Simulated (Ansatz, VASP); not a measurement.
## Two plane-wave programs on InAs

POSCAR

```
InAs
1.0
    0.0000000000      2.8579926530      2.8579926530
    2.8579926530      0.0000000000      2.8579926530
    2.8579926530      2.8579926530      0.0000000000
In As
1 1
Direct
    0.5000000000      0.5000000000      0.5000000000
    0.0000000000      0.0000000000      0.0000000000
```

INCAR.step1

```
SYSTEM = InAs
ALGO = Normal
EDIFF = 1E-4
ENCUT = 520
GGA = PE
ISMEAR = -1
LASPH = .True.
LCHARG = .False.
LREAL = .False.
LWAVE = .True.
NBANDS = 16
NELM = 80
PREC = Accurate
SIGMA = 0.05
```

File INCAR.step2:

```
SYSTEM = InAs
ALGO = Normal
EDIFF = 1E-7
ENCUT = 520
ISIF = 2
ISMEAR = -1
ISTART = 1
LASPH = .True.
LCHARG = .False.
LMIXTAU = .True.
LREAL = .False.
LWAVE = .False.
METAGGA = R2SCAN
NBANDS = 16
NELM = 80
PREC = Accurate
SIGMA = 0.05
```

Contents of KPOINTS:

```
k-points
0
Gamma
  8 8 8
  0 0 0
```

Contents of input.yaml:

```yaml
crystal:
  lattice:
    - [0.0, 2.857992653, 2.857992653]
    - [2.857992653, 0.0, 2.857992653]
    - [2.857992653, 2.857992653, 0.0]
  atoms:
    - { symbol: In, position: [0.5, 0.5, 0.5] }
    - { symbol: As, position: [0.0, 0.0, 0.0] }
hamiltonian:
  xc: r2scan
  pseudopotentials: { kind: paw }
kpoints:
  mp_grid: { grid: [8, 8, 8] }
scf:
  occupations: { method: fermi_dirac, width: 0.05 }
output:
  forces: true
  stress: true
  eigenvalues: true
```

Alike in both runs: task single point; functional r2SCAN; k mesh 8 × 8 × 8; occupations fermi-dirac, width 0.05 eV; no spin polarisation.

|  | VASP | Ansatz |
| --- | --- | --- |
| version | VASP 6.6.1 | Ansatz 0.2.0 |
| potentials or method | VASP PAW PBE potentials, release 64 (In_d, As) | Ansatz PAW |
| plane-wave cutoff (eV) | 520 | 500 |
| valence electrons in the cell | 18 | 28 |

|  | VASP | Ansatz | Ansatz less VASP |
| --- | --- | --- | --- |
| gap on the k mesh at the Fermi level (eV) | none | none | - |
| pressure (GPa) | -1.0 | -1.1 | -0.08 |

VASP's potentials were made for PBE, not for r2SCAN. A gap of «none» marks a metal or a gap that the smearing closes. With one functional, cell and mesh, what is left measures potentials, basis and numerics. VASP's potentials hold 18 valence electrons a cell and Ansatz's 28, so a difference there can come from the potentials and not from the codes.
